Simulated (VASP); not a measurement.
SiO2:

```
Si O
1.0
     5.06052    0.00000    0.00000
    -2.53026    4.38254    0.00000
     0.00000    0.00000    5.54135
Si O
3 6
Direct
  0.00000 0.50000 0.33333
  0.50000 0.50000 0.66667
  0.50000 0.00000 0.00000
  0.58279 0.79139 0.83333
  0.79139 0.58279 0.50000
  0.79139 0.20861 0.16667
  0.41721 0.20861 0.83333
  0.20861 0.41721 0.50000
  0.20861 0.79139 0.16667
```

* Program: VASP 6.6.1
* Task: relaxation of cell and atoms
* Functional: PBE
* Potentials or basis: VASP PAW PBE potentials, release 64 (Si, O)
* Cutoff: 600 eV
* k mesh: 3 × 3 × 4
* Occupations: gaussian, width 0.02 eV
* Spin: no spin polarisation

At the start: pressure 4.8 GPa; volume 13.66 Å³/atom.

Problem. How do energy, volume and symmetry change on relaxing?

Solution. Over 3 steps the energy falls by 5.4 meV/atom and the volume is 14.00 Å³/atom (+2.5 %); space group P6_422 (No. 181, to 0.1 Å) before and after.

The path:
```
step  energy change (eV)  largest force (eV/Å)  pressure (GPa)  volume (Å³)
   1              0.0000                0.2330            4.83       122.90
   2              0.0395                0.3060           -5.83       130.37
   3             -0.0488                0.0072           -0.03       126.01
```

Final structure:
```xyz
9
Lattice="5.1030 0.0000 0.0000 -2.5515 4.4193 0.0000 0.0000 0.0000 5.5876" Properties=species:S:1:pos:R:3 pbc="T T T"
Si   -1.2758    2.2097    1.8625
Si    1.2758    2.2097    3.7250
Si    2.5515    0.0000    0.0000
O     0.9590    3.4999    4.6563
O     2.5515    2.5804    2.7938
O     3.5105    0.9194    0.9313
O     1.5925    0.9194    4.6563
O     0.0000    1.8389    2.7938
O    -0.9590    3.4999    0.9313
```

Caveat: the k points lie up to 0.47 Å⁻¹ apart in the final cell.
